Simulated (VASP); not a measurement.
Wanted: the native input for a VASP 6.6.1 run.

| Item | Value |
| --- | --- |
| Task | single point |
| Functional | LDA |
| Potentials or basis | VASP PAW LDA potentials, release 64 (Pb_d, Tc_pv) |
| Cutoff | 520 eV |
| k mesh | 6 × 6 × 6 |
| Occupations | methfessel-paxton, width 0.05 eV |
| Spin | no spin polarisation |
| Dipole correction | no |
| Further INCAR settings | ALGO = Normal; EDIFF = 1e-06; NBANDS = 34 |

The structure of Tc3Pb lies in POSCAR:

```
Tc3Pb
1.0
    0.0000000000      3.1664498873      3.1664498873
    3.1664498873      0.0000000000      3.1664498873
    3.1664498873      3.1664498873      0.0000000000
Pb Tc
1 3
Direct
    0.0000000000      0.0000000000      0.0000000000
    0.5000000000      0.5000000000      0.5000000000
    0.2500000000      0.2500000000      0.2500000000
    0.7500000000      0.7500000000      0.7500000000
```

These files were run (other wordings do the same):

INCAR

```
PREC = Accurate
ENCUT = 520
EDIFF = 1E-6
ISMEAR = 1
SIGMA = 0.05
LREAL = False
LASPH = True
NELM = 100
ALGO = Normal
ISIF = 2
LWAVE = False
LCHARG = False
GGA = CA
NBANDS = 34
```

KPOINTS

```
regular mesh
0
Gamma
  6 6 6
```

Potentials or basis: VASP PAW LDA potentials, release 64 (Pb_d, Tc_pv).

Command:

```bash
$ cat potpaw_LDA.64/Pb_d/POTCAR potpaw_LDA.64/Tc_pv/POTCAR > POTCAR
$ mpirun -np 1 vasp_std > vasp.out
```

It gave:

* Pressure: -3.4 GPa
* Band gap on the k mesh: zero (an odd number of electrons rules out a gap without spin polarisation)

Caveat: the cell stands under tension; spin-orbit coupling is left out, which moves the levels of the heavy elements.

Wall time 25 s on 1 thread of Intel(R) Xeon(R) Platinum 8488C (Sapphire Rapids), on a shared host, peak memory 0.18 GiB.
